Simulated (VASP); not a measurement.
# LiH (P6_3/mmc) in VASP: further runs

The runs below take LiH through single point, with r2SCAN.

Program: VASP 6.6.1. These are calculated values, not measurements. Logs are shortened: lines on timing, memory, paths and dates and some standing lists are left out, and cuts for length are marked.

### 1 The cell of the first run

It takes space group P6_3/mmc (No. 194, hexagonal). The conventional cell has a = 2.725 Å, b = 2.725 Å, c = 4.773 Å, α = 90.00°, β = 90.00°, γ = 120.00°. Within 2.6 Å of Li (site symmetry -3m) lie 6 H at 1.97 Å and 2 Li at 2.39 Å. H (site symmetry -6m2) has 6 Li at 1.97 Å within 2.6 Å.

### 2 Single point, r2SCAN (volume changed by -6%)

The input, POSCAR:

```
LiH
1.0
    2.7247662158      0.0000000000      0.0000000000
   -1.3623831079      2.3597167622      0.0000000000
    0.0000000000      0.0000000000      4.7734846109
Li H
2 2
Direct
    0.0000000000      0.0000000000      0.0000000000
    0.0000000000      0.0000000000      0.5000000000
    0.3333333333      0.6666666667      0.2500000000
    0.6666666667      0.3333333333      0.7500000000
```

The input, INCAR.step1:

```
SYSTEM = LiH
  PREC = Accurate
  ENCUT = 520
  ISMEAR = 0
  SIGMA = 0.01
  LREAL = .False.
  LASPH = .True.
  NELM = 60
  NBANDS = 12
  GGA = PE
  ALGO = Normal
  EDIFF = 1E-4
  LWAVE = .True.
  LCHARG = .False.
```

The input, INCAR.step2:

```
SYSTEM = LiH
  PREC = Accurate
  ENCUT = 520
  EDIFF = 1E-6
  ISMEAR = 0
  SIGMA = 0.01
  LREAL = .False.
  LASPH = .True.
  NELM = 60
  ALGO = Normal
  ISIF = 2
  LWAVE = .False.
  LCHARG = .True.
  METAGGA = R2SCAN
  LMIXTAU = .True.
  LELF = .True.
  LVHAR = .True.
  NBANDS = 12
  ISTART = 1
```

The input, KPOINTS:

```
regular mesh
0
Gamma
  9 9 4
  0 0 0
```

Potentials or basis: VASP PAW PBE potentials, release 64 (Li_sv, H).

The run is started by

```sh
$ cat potpaw_PBE.64/Li_sv/POTCAR potpaw_PBE.64/H/POTCAR > POTCAR
$ cp INCAR.step1 INCAR
$ mpirun -np 1 vasp_std > vasp.out
$ cp INCAR.step2 INCAR
$ mpirun -np 1 vasp_std > vasp.out
```

OUTCAR:

```text
SYSTEM = LiH
   PREC = Accurate
   ENCUT = 520
   EDIFF = 1E-6
   ISMEAR = 0
   LREAL = .False.
   LASPH = .True.
   NELM = 60
   ISIF = 2
   METAGGA = R2SCAN
   ISTART = 1

 ion  position               nearest neighbor table
   1  0.000  0.000  0.000-   2 2.39   2 2.39
   2  0.000  0.000  0.500-   1 2.39   1 2.39
   3  0.333  0.667  0.250-
   4  0.667  0.333  0.750-

  LATTYP: Found a hexagonal cell.
 ALAT       =     2.7247662158
 C/A-ratio  =     1.7518877705

  Lattice vectors:

 A1 = (   2.7247662158,   0.0000000000,   0.0000000000)
 A2 = (  -1.3623831079,   2.3597167622,   0.0000000000)
 A3 = (   0.0000000000,   0.0000000000,   4.7734846109)

Analysis of symmetry for initial positions (statically):
=====================================================================
 Subroutine PRICEL returns:
 Original cell was already a primitive cell.

 Routine SETGRP: Setting up the symmetry group for a
 hexagonal supercell.

 Subroutine GETGRP returns: Found 24 space group operations
 (whereof 12 operations were pure point group operations)
 out of a pool of 24 trial point group operations.

The static configuration has the point symmetry D_3d.
 The point group associated with its full space group is D_6h.

Analysis of symmetry for dynamics (positions and initial velocities):
=====================================================================
 Subroutine PRICEL returns:
 Original cell was already a primitive cell.

 Routine SETGRP: Setting up the symmetry group for a
 hexagonal supercell.

 Subroutine GETGRP returns: Found 24 space group operations
 (whereof 12 operations were pure point group operations)
 out of a pool of 24 trial point group operations.

The dynamic configuration has the point symmetry D_3d.
 The point group associated with its full space group is D_6h.

 Subroutine INISYM returns: Found 24 space group operations
 (whereof 12 operations are pure point group operations),
 and found     1 'primitive' translations

----------------------------------------------------------------------------------------

                                     Primitive cell

  volume of cell :      30.6920

  direct lattice vectors                    reciprocal lattice vectors
     2.724766216  0.000000000  0.000000000     0.367003963  0.211889837  0.000000000
    -1.362383108  2.359716762  0.000000000     0.000000000  0.423779674  0.000000000
     0.000000000  0.000000000  4.773484611     0.000000000  0.000000000  0.209490567

  length of vectors
     2.724766216  2.724766216  4.773484611     0.423779674  0.423779674  0.209490567

  position of ions in fractional coordinates (direct lattice)
     0.000000000  0.000000000  0.000000000
     0.000000000  0.000000000  0.500000000
     0.333333333  0.666666667  0.250000000
     0.666666667  0.333333333  0.750000000

  ion indices of the primitive-cell ions
   primitive index   ion index
                 1           1
                 2           2
                 3           3
                 4           4

----------------------------------------------------------------------------------------

 KPOINTS: regular mesh

Automatic generation of k-mesh.
 Grid dimensions read from file:
 generate k-points for:    9    9    4

 Generating k-lattice:

  Cartesian coordinates                     Fractional coordinates (reciprocal lattice)
     0.040778218  0.023543315  0.000000000     0.111111111  0.000000000  0.000000000
     0.000000000  0.047086630  0.000000000     0.000000000  0.111111111  0.000000000
     0.000000000  0.000000000  0.052372642     0.000000000  0.000000000  0.250000000

  Length of vectors
     0.047086630  0.047086630  0.052372642

  Shift w.r.t. Gamma in fractional coordinates (k-lattice)
     0.000000000  0.000000000  0.000000000

 Subroutine IBZKPT returns following result:
 ===========================================

 Found     36 irreducible k-points:

 Following reciprocal coordinates:
            Coordinates               Weight
  0.000000  0.000000  0.000000      1.000000
[... 43 lines left out ...]
  ext. energy  EPLUGINS =         0.00000000
  ---------------------------------------------------
  free energy    TOTEN  =       -13.40671403 eV

  energy without entropy =      -13.40671403  energy(sigma->0) =      -13.40671403

 E-fermi :   0.0389     XC(G=0):  -8.9841

 val. band max:       -0.0846547517   @ k =   0.4444   0.1111   0.0000
 cond. band min:       5.1375379166   @ k =   0.4444   0.1111   0.5000
 fundamental gap:      5.2221926683
 Fermi energy:         0.0389281294

 k-point     1 :       0.0000    0.0000    0.0000
  band No.  band energies     occupation
      1     -45.8340      2.00000
      2     -45.7546      2.00000
      3      -5.5650      2.00000
      4      -3.2751      2.00000
      5       5.4619      0.00000
      6      16.3854      0.00000
      7      18.0145      0.00000
      8      18.4391      0.00000
      9      18.4398      0.00000
     10      18.4983      0.00000
     11      21.2279      0.00000
     12      21.2283      0.00000

 k-point     2 :       0.1111   -0.0000    0.0000
  band No.  band energies     occupation
      1     -45.8285      2.00000
      2     -45.7498      2.00000
      3      -5.3512      2.00000
      4      -2.9879      2.00000
      5       5.5577      0.00000
      6      13.8940      0.00000
      7      16.7198      0.00000
      8      16.8369      0.00000
      9      17.3526      0.00000
     10      18.7680      0.00000
     11      21.9836      0.00000
     12      22.1525      0.00000

 k-point     3 :       0.2222   -0.0000    0.0000
  band No.  band energies     occupation
      1     -45.8146      2.00000
      2     -45.7382      2.00000
      3      -4.7251      2.00000
      4      -2.1682      2.00000
      5       5.8489      0.00000
      6      10.0389      0.00000
      7      13.6439      0.00000
      8      14.9393      0.00000
      9      16.5920      0.00000
     10      18.2231      0.00000
     11      19.8617      0.00000
     12      20.2175      0.00000
[... 286 lines left out ...]
 k-point    23 :       0.3333    0.2222    0.2500
  band No.  band energies     occupation
      1     -45.7733      2.00000
      2     -45.7232      2.00000
      3      -1.8223      2.00000
      4      -0.5017      2.00000
      5       5.4460      0.00000
      6       6.6473      0.00000
      7       9.0639      0.00000
      8       9.6094      0.00000
      9      11.1892      0.00000
     10      13.9319      0.00000
     11      19.9799      0.00000
     12      21.0009      0.00000

 k-point    24 :       0.3333    0.3333    0.2500
  band No.  band energies     occupation
      1     -45.7706      2.00000
      2     -45.7209      2.00000
      3      -0.8831      2.00000
      4      -0.8830      2.00000
      5       6.0594      0.00000
      6       6.0595      0.00000
      7       8.1297      0.00000
      8       8.9582      0.00000
      9      11.9988      0.00000
     10      11.9991      0.00000
     11      21.2065      0.00000
     12      21.6684      0.00000

 [... further k-points ...]
[... 5 lines left out ...]
  --------------------------------------------------------------------------------------
  -------------------------------------------------------------------------------------
  Total        0.3251187      0.3251187      0.4452792      0.0000000      0.0000000      0.0000000
  in kB       16.9717967     16.9717967     23.2444026      0.0000000      0.0000000      0.0000000
  external PRESSURE =      19.0626653 kB  Pullay stress =       0.0000000 kB

 VOLUME and BASIS-vectors are now :
 -----------------------------------------------------------------------------
  energy-cutoff  :      520.00
  volume of cell :       30.69
      direct lattice vectors                 reciprocal lattice vectors
     2.724766216  0.000000000  0.000000000     0.367003963  0.211889837  0.000000000
    -1.362383108  2.359716762  0.000000000     0.000000000  0.423779674  0.000000000
     0.000000000  0.000000000  4.773484611     0.000000000  0.000000000  0.209490567

 POSITION                                       TOTAL-FORCE (eV/Angst)
 -----------------------------------------------------------------------------------
      0.00000      0.00000      0.00000        -0.000000      0.000000     -0.000000
      0.00000      0.00000      2.38674        -0.000000      0.000000     -0.000000
     -0.00000      1.57314      1.19337         0.000000      0.000000      0.000000
      1.36238      0.78657      3.58011        -0.000000      0.000000      0.000000
 -----------------------------------------------------------------------------------
    total drift:                               -0.000000      0.000000      0.000000

  FREE ENERGIE OF THE ION-ELECTRON SYSTEM (eV)
  ---------------------------------------------------
  free  energy   TOTEN  =       -13.4067140300 eV

  energy  without entropy=      -13.4067140300  energy(sigma->0) =      -13.40671403
```

Wall time 47 s (1 thread of Intel Xeon Platinum 8488C (Sapphire Rapids), shared host); peak memory 0.14 GiB.

What came out:

| Quantity | Value |
| --- | --- |
| Free energy | -13.4067 eV |
| Band gap on the k mesh | 5.22 eV, indirect (least direct gap 5.76 eV) |

Levels at points of the mesh, in eV from the valence-band top:
```
           k point  band 1  band 2  band 3  band 4  band 5  band 6  band 7  band 8
(0.00, 0.00, 0.00)  -45.75  -45.67   -5.48   -3.19    5.55   16.47   18.10   18.52
(0.00, 0.00, 0.50)  -45.71  -45.71   -4.55   -4.55    9.73    9.73   17.82   17.82
```

Caveat: the cell differs from its parent crystal (volume changed by -6%); the cutoff is under 1.25 times the usual one of these potentials, so pressure, stress and relaxed cells hold a basis-set (Pulay) error; the PAW data sets were made with another functional, which shifts forces and pressure a little. A k mesh can miss the band edges.

### 3 Single point, r2SCAN (volume changed by -3%)

The input, POSCAR:

```
LiH
1.0
    2.7534500733      0.0000000000      0.0000000000
   -1.3767250367      2.3845577115      0.0000000000
    0.0000000000      0.0000000000      4.8237355101
Li H
2 2
Direct
    0.0000000000      0.0000000000      0.0000000000
    0.0000000000      0.0000000000      0.5000000000
    0.3333333333      0.6666666667      0.2500000000
    0.6666666667      0.3333333333      0.7500000000
```

The input, INCAR.step1:

```
PREC = Accurate ; ENCUT = 520
ISMEAR = 0 ; SIGMA = 0.01
LREAL = False ; LASPH = True
NELM = 60 ; NBANDS = 12
GGA = PE ; ALGO = Normal
EDIFF = 1E-4 ; LWAVE = True
LCHARG = False
```

The input, INCAR.step2:

```
PREC = Accurate ; ENCUT = 520
EDIFF = 1E-7 ; ISMEAR = 0
SIGMA = 0.01 ; LREAL = False
LASPH = True ; NELM = 60
ALGO = Normal ; ISIF = 2
LWAVE = False ; LCHARG = False
METAGGA = R2SCAN ; LMIXTAU = True
NBANDS = 12 ; ISTART = 1
```

The input, KPOINTS:

```
Automatic mesh
0
Gamma
  9 9 4
```

Potentials or basis: VASP PAW PBE potentials, release 64 (Li_sv, H).

The run is started by

```sh
$ cat potpaw_PBE.64/Li_sv/POTCAR potpaw_PBE.64/H/POTCAR > POTCAR
$ cp INCAR.step1 INCAR
$ mpirun -np 1 vasp_std > vasp.out
$ cp INCAR.step2 INCAR
$ mpirun -np 1 vasp_std > vasp.out
```

It took 58 s on 1 thread of Intel Xeon Platinum 8488C (Sapphire Rapids), shared host; peak memory 0.14 GiB.

The run converged. Its results:

```yaml
Free_energy: -13.4171 eV
Band_gap_on_the_k_mesh: 5.18 eV, indirect (least direct gap 5.71 eV)
```

Levels at points of the mesh, in eV from the valence-band top:
```tsv
k point	band 1	band 2	band 3	band 4	band 5	band 6	band 7	band 8
(0.00, 0.00, 0.00)	-45.78	-45.70	-5.36	-3.09	5.45	16.15	17.68	18.20
(0.00, 0.00, 0.50)	-45.74	-45.74	-4.44	-4.44	9.56	9.56	17.45	17.45
```

Caveat: the cell differs from its parent crystal (volume changed by -3%); the cutoff is under 1.25 times the usual one of these potentials, so pressure, stress and relaxed cells hold a basis-set (Pulay) error; the PAW data sets were made with another functional, which shifts forces and pressure a little. A k mesh can miss the band edges.

### 4 Single point, r2SCAN

This run uses another cell than the first one, of 8.16 Å³/atom, 1.064 times its volume.

The input, POSCAR:

```
LiH
1.0
    2.7815484433      0.0000000000      0.0000000000
   -1.3907742217      2.4088916138      0.0000000000
    0.0000000000      0.0000000000      4.8729607009
Li H
2 2
Direct
    0.0000000000      0.0000000000      0.0000000000
    0.0000000000      0.0000000000      0.5000000000
    0.3333333333      0.6666666667      0.2500000000
    0.6666666667      0.3333333333      0.7500000000
```

The input, INCAR.step1:

```
SYSTEM = LiH
  PREC = Accurate
  ENCUT = 520
  ISMEAR = 0
  SIGMA = 0.01
  LREAL = .False.
  LASPH = .True.
  NELM = 100
  NBANDS = 12
  GGA = PE
  ALGO = Normal
  EDIFF = 1E-4
  LWAVE = .True.
  LCHARG = .False.
```

The input, INCAR.step2:

```
SYSTEM = LiH
  PREC = Accurate
  ENCUT = 520
  EDIFF = 1E-6
  ISMEAR = 0
  SIGMA = 0.01
  LREAL = .False.
  LASPH = .True.
  NELM = 100
  ALGO = Normal
  ISIF = 2
  LWAVE = .False.
  LCHARG = .False.
  METAGGA = R2SCAN
  LMIXTAU = .True.
  NBANDS = 12
  ISTART = 1
```

The input, KPOINTS:

```
Automatic mesh
0
Gamma
  9 9 4
  0 0 0
```

The run is started by

```sh
$ cat potpaw_PBE.64/Li_sv/POTCAR potpaw_PBE.64/H/POTCAR > POTCAR
$ cp INCAR.step1 INCAR
$ mpirun -np 1 vasp_std > vasp.out
$ cp INCAR.step2 INCAR
$ mpirun -np 1 vasp_std > vasp.out
```

Run time: 47 s. Hardware: 1 thread of Intel Xeon Platinum 8488C (Sapphire Rapids), shared host; peak memory 0.15 GiB.

It converged, with:

```yaml
Free_energy: -13.4200 eV
Band_gap_on_the_k_mesh: 5.14 eV, indirect (least direct gap 5.67 eV)
```

Levels at points of the mesh, in eV from the valence-band top:
```
           k point  band 2  band 3  band 4  band 5  band 6  band 7
(0.00, 0.00, 0.00)  -45.74   -5.25   -2.99    5.36   15.83   17.29
(0.00, 0.00, 0.50)  -45.77   -4.34   -4.34    9.41    9.41   17.10
```

Caveat: the cutoff is under 1.25 times the usual one of these potentials, so pressure, stress and relaxed cells hold a basis-set (Pulay) error; the PAW data sets were made with another functional, which shifts forces and pressure a little. A k mesh can miss the band edges.

### 5 Single point, r2SCAN (volume changed by +3%)

The input, POSCAR:

```
LiH
1.0
    2.8090903181      0.0000000000      0.0000000000
   -1.4045451591      2.4327435770      0.0000000000
    0.0000000000      0.0000000000      4.9212109745
Li H
2 2
Direct
    0.0000000000      0.0000000000      0.0000000000
    0.0000000000      0.0000000000      0.5000000000
    0.3333333333      0.6666666667      0.2500000000
    0.6666666667      0.3333333333      0.7500000000
```

The input, INCAR.step1:

```
PREC = Accurate ; ENCUT = 520
ISMEAR = 0 ; SIGMA = 0.01
LREAL = F ; LASPH = T
NELM = 80 ; NBANDS = 12
GGA = PE ; ALGO = Normal
EDIFF = 1E-4 ; LWAVE = T
LCHARG = F
```

The input, INCAR.step2:

```
PREC = Accurate ; ENCUT = 520
EDIFF = 1E-7 ; ISMEAR = 0
SIGMA = 0.01 ; LREAL = F
LASPH = T ; NELM = 80
ALGO = Normal ; ISIF = 2
LWAVE = F ; LCHARG = F
METAGGA = R2SCAN ; LMIXTAU = T
NBANDS = 12 ; ISTART = 1
```

The input, KPOINTS:

```
regular mesh
0
Gamma
  9 9 4
```

The run is started by

```sh
$ cat potpaw_PBE.64/Li_sv/POTCAR potpaw_PBE.64/H/POTCAR > POTCAR
$ cp INCAR.step1 INCAR
$ mpirun -np 1 vasp_std > vasp.out
$ cp INCAR.step2 INCAR
$ mpirun -np 1 vasp_std > vasp.out
```

Wall time 64 s (1 thread of Intel Xeon Platinum 8488C (Sapphire Rapids), shared host); peak memory 0.16 GiB.

Results (log left out):

```yaml
Free_energy: -13.4176 eV
Band_gap_on_the_k_mesh: 5.09 eV, indirect (least direct gap 5.62 eV)
```

Levels at points of the mesh, in eV from the valence-band top:
```
           k point  band 1  band 2  band 3  band 4  band 5  band 6  band 7  band 8
(0.00, 0.00, 0.00)  -45.82  -45.76   -5.15   -2.90    5.27   15.54   16.90   17.60
(0.00, 0.00, 0.50)  -45.79  -45.79   -4.24   -4.24    9.26    9.26   16.77   16.77
```

Caveat: the cell differs from its parent crystal (volume changed by +3%); the cutoff is under 1.25 times the usual one of these potentials, so pressure, stress and relaxed cells hold a basis-set (Pulay) error; the PAW data sets were made with another functional, which shifts forces and pressure a little. A k mesh can miss the band edges.

### 6 Single point, r2SCAN (volume changed by +6%)

The input, POSCAR:

```
LiH
1.0
    2.8361024590      0.0000000000      0.0000000000
   -1.4180512295      2.4561367772      0.0000000000
    0.0000000000      0.0000000000      4.9685332138
Li H
2 2
Direct
    0.0000000000      0.0000000000      0.0000000000
    0.0000000000      0.0000000000      0.5000000000
    0.3333333333      0.6666666667      0.2500000000
    0.6666666667      0.3333333333      0.7500000000
```

The input, INCAR.step1:

```
PREC = Accurate
ENCUT = 520
ISMEAR = 0
SIGMA = 0.01
LREAL = False
LASPH = True
NELM = 60
NBANDS = 12
GGA = PE
ALGO = Normal
EDIFF = 1E-4
LWAVE = True
LCHARG = False
```

The input, INCAR.step2:

```
PREC = Accurate
ENCUT = 520
EDIFF = 1E-6
ISMEAR = 0
SIGMA = 0.01
LREAL = False
LASPH = True
NELM = 60
ALGO = Normal
ISIF = 2
LWAVE = False
LCHARG = False
METAGGA = R2SCAN
LMIXTAU = True
NBANDS = 12
ISTART = 1
```

KPOINTS is that of step 5.

Potentials or basis: VASP PAW PBE potentials, release 64 (Li_sv, H).

The run is started by

```sh
$ cat potpaw_PBE.64/Li_sv/POTCAR potpaw_PBE.64/H/POTCAR > POTCAR
$ cp INCAR.step1 INCAR
$ mpirun -np 1 vasp_std > vasp.out
$ cp INCAR.step2 INCAR
$ mpirun -np 1 vasp_std > vasp.out
```

Run time: 71 s. Hardware: 1 thread of Intel Xeon Platinum 8488C (Sapphire Rapids), shared host; peak memory 0.16 GiB.

Results (log left out):

```yaml
Free_energy: -13.4095 eV
Band_gap_on_the_k_mesh: 5.05 eV, indirect (least direct gap 5.58 eV)
```

Levels at points of the mesh, in eV from the valence-band top:
```
           k point  band 1  band 2  band 3  band 4  band 5  band 6  band 7  band 8
(0.00, 0.00, 0.00)  -45.86  -45.81   -5.05   -2.81    5.19   15.26   16.54   17.32
(0.00, 0.00, 0.50)  -45.83  -45.83   -4.14   -4.14    9.12    9.12   16.45   16.45
```

Caveat: the cell differs from its parent crystal (volume changed by +6%); the cutoff is under 1.25 times the usual one of these potentials, so pressure, stress and relaxed cells hold a basis-set (Pulay) error; the PAW data sets were made with another functional, which shifts forces and pressure a little.

### 7 Overview

```csv
cell,gap on the mesh (eV)
"a = 2.725, b = 2.725, c = 4.773 Å, angles 90.0, 90.0, 120.0°, 4 atoms",5.22
"a = 2.753, b = 2.753, c = 4.824 Å, angles 90.0, 90.0, 120.0°, 4 atoms",5.18
"a = 2.782, b = 2.782, c = 4.873 Å, angles 90.0, 90.0, 120.0°, 4 atoms",5.14
"a = 2.809, b = 2.809, c = 4.921 Å, angles 90.0, 90.0, 120.0°, 4 atoms",5.09
"a = 2.836, b = 2.836, c = 4.969 Å, angles 90.0, 90.0, 120.0°, 4 atoms",5.05
```

Alike in all rows: task single point; level r2SCAN; potentials or basis VASP PAW PBE potentials, release 64 (Li_sv, H); no spin polarisation; k mesh 9 × 9 × 4; cutoff (eV) 520; smearing gaussian 0.01 eV.

Caveats: the cutoff is under 1.25 times the usual one of these potentials, so pressure, stress and relaxed cells hold a basis-set (Pulay) error; the PAW data sets were made with another functional, which shifts forces and pressure a little.

Total energies depend on the potentials used, so only differences within one code and one set of settings carry meaning.
